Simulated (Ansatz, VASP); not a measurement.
## Hf2W in VASP and in Ansatz

Contents of INCAR:

```
PREC     = Accurate       # precision mode
ENCUT    = 600            # plane-wave cutoff, eV
EDIFF    = 1E-6           # SCF threshold, eV
ISMEAR   = 0              # smearing method
SIGMA    = 0.1            # smearing width, eV
LREAL    = F              # projectors in reciprocal space
LASPH    = T              # aspherical terms in the spheres
NELM     = 60             # most SCF steps
ALGO     = Normal         # electronic algorithm
ISIF     = 3              # what is computed and relaxed
LWAVE    = F              # write WAVECAR
LCHARG   = F              # write CHGCAR
GGA      = PE             # functional
IBRION   = 2              # ionic algorithm
NSW      = 90             # ionic steps
EDIFFG   = -0.04          # ionic threshold
```

The input KPOINTS:

```
regular mesh
0
Gamma
  6 6 6
```

POSCAR

```
Hf2W
1.0
    4.8942875649      0.0000000000      0.0000000000
   -2.4471437824      4.2385773646      0.0000000000
    0.0000000000      0.0000000000      2.7977943053
Hf W
2 1
Direct
    0.3333333333      0.6666666667      0.5000000000
    0.6666666667      0.3333333333      0.5000000000
    0.0000000000      0.0000000000      0.0000000000
```

Input for Ansatz:

```yaml
crystal:
  lattice:
    - [4.8942875649, 0.0, 0.0]
    - [-2.4471437824, 4.2385773646, 0.0]
    - [0.0, 0.0, 2.7977943053]
  atoms:
    - { symbol: Hf, position: [0.3333333333, 0.6666666667, 0.5] }
    - { symbol: Hf, position: [0.6666666667, 0.3333333333, 0.5] }
    - { symbol: W, position: [0.0, 0.0, 0.0] }
basis:
  ecutwfc: 420
kpoints:
  mp_grid: { grid: [6, 6, 6] }
hamiltonian:
  xc: pbe
scf:
  occupations: { method: gaussian, width: 0.1 }
  lower_state_search: "off"
output:
  forces: true
  stress: true
  eigenvalues: true
relax:
  adjacent_minimum: "off"
  f_tol: 0.04
  max_steps: 70
  cell: { stress_tol: 0.4 }
```

Alike in both runs: task relaxation of cell and atoms; functional PBE; k mesh 6 × 6 × 6; occupations gaussian, width 0.1 eV; no spin polarisation.

|  | VASP | Ansatz |
| --- | --- | --- |
| version | VASP 6.6.1 | Ansatz 0.2.0 |
| potentials or method | VASP PAW PBE potentials, release 64 (Hf_pv, W_sv), cutoff 600 eV | scalar-relativistic, plane waves, PAW |
| valence electrons in the cell | 34 | 66 |

```csv
,VASP,Ansatz,Ansatz less VASP
"gap on the k mesh at the Fermi level, each at its own relaxed structure (eV)",none,none,-
relaxed volume (Å³/atom),19.37,19.45,+0.078
relaxed length of the cell vector where the two differ most in proportion (Å),4.884,4.893,+0.0092
```

A gap of «none» marks a metal or a gap that the smearing closes. VASP's potentials hold 34 valence electrons a cell and Ansatz's 66, so a difference there can come from the potentials and not from the codes.

The k mesh is coarse, so the values compare programs but aren't converged. Neither program's run includes spin-orbit coupling.
